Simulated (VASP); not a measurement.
## AlN: single point with PBE

The system is AlN.

```
Al N
1.0
     2.20159   -2.20159    0.00000
     2.20159    0.00000   -2.20159
    11.00794    7.70555    7.70555
Al N
6 6
Direct
  0.80210 0.80210 0.39580
  0.21877 0.21877 0.22913
  0.38543 0.38543 0.56247
  0.55210 0.55210 0.89580
  0.96877 0.96877 0.72913
  0.63543 0.63543 0.06247
  0.44793 0.44793 0.43747
  0.86460 0.86460 0.27080
  0.03127 0.03127 0.60413
  0.19793 0.19793 0.93747
  0.61460 0.61460 0.77080
  0.28127 0.28127 0.10413
```

* Program: VASP 6.6.1
* Task: single point
* Functional: PBE
* Potentials or basis: VASP PAW PBE potentials, release 64 (Al, N)
* Cutoff: 520 eV
* k mesh: 8 × 8 × 2
* Occupations: gaussian, width 0.05 eV
* Spin: no spin polarisation

```yaml
Pressure: -1.4 GPa
Largest_force: 0.873 eV/Å
Band_gap_on_the_k_mesh: 2.99 eV (least direct gap 3.31 eV)
```

Forces on the atoms (eV/Å):
```
Al   0.036  0.034  0.034
Al   0.170  0.058  0.058
Al   0.035  0.035  0.035
Al  -0.785 -0.270 -0.270
Al   0.047  0.039  0.039
Al   0.092 -0.216 -0.216
N   -0.032 -0.035 -0.035
N   -0.029 -0.031 -0.031
N   -0.036 -0.034 -0.034
N   -0.281  0.470  0.470
N   -0.041 -0.062 -0.062
N    0.824  0.011  0.011
```

Stress tensor (GPa, compression positive):
```
 4.02  1.67  1.67
 1.67 -4.10  2.32
 1.67  2.32 -4.10
```

Levels at points of the mesh, in eV from the valence-band top:
| k point | band 20 | band 21 | band 22 | band 23 | band 24 | band 25 | band 26 | band 27 | band 28 | band 29 |
| --- | --- | --- | --- | --- | --- | --- | --- | --- | --- | --- |
| (0.00, 0.00, 0.00) | -0.43 | -0.40 | -0.31 | -0.28 | 0.00 | 3.31 | 4.68 | 5.09 | 6.28 | 6.42 |
| (0.50, 0.00, 0.00) | -1.45 | -1.28 | -1.10 | -0.85 | -0.33 | 3.14 | 3.89 | 4.38 | 5.74 | 6.13 |
| (0.50, 0.50, 0.00) | -1.25 | -1.18 | -1.13 | -0.82 | -0.57 | 3.35 | 3.41 | 4.52 | 5.67 | 5.93 |
| (0.00, 0.00, 0.50) | -0.49 | -0.46 | -0.34 | -0.31 | -0.21 | 3.59 | 4.17 | 5.61 | 5.88 | 6.63 |
| (0.50, 0.00, 0.50) | -1.39 | -1.14 | -1.03 | -0.84 | -0.36 | 3.25 | 3.57 | 4.78 | 5.34 | 6.59 |
| (0.50, 0.50, 0.50) | -1.53 | -1.53 | -1.00 | -0.87 | -0.43 | 2.99 | 3.98 | 4.46 | 5.07 | 6.78 |

It took 6.6 min on 1 thread of Intel Xeon 8259CL (shared host), peak memory 0.33 GiB.

Caveat: the stress differs along the axes, from -4 to 4 GPa. A k mesh can miss the band edges.
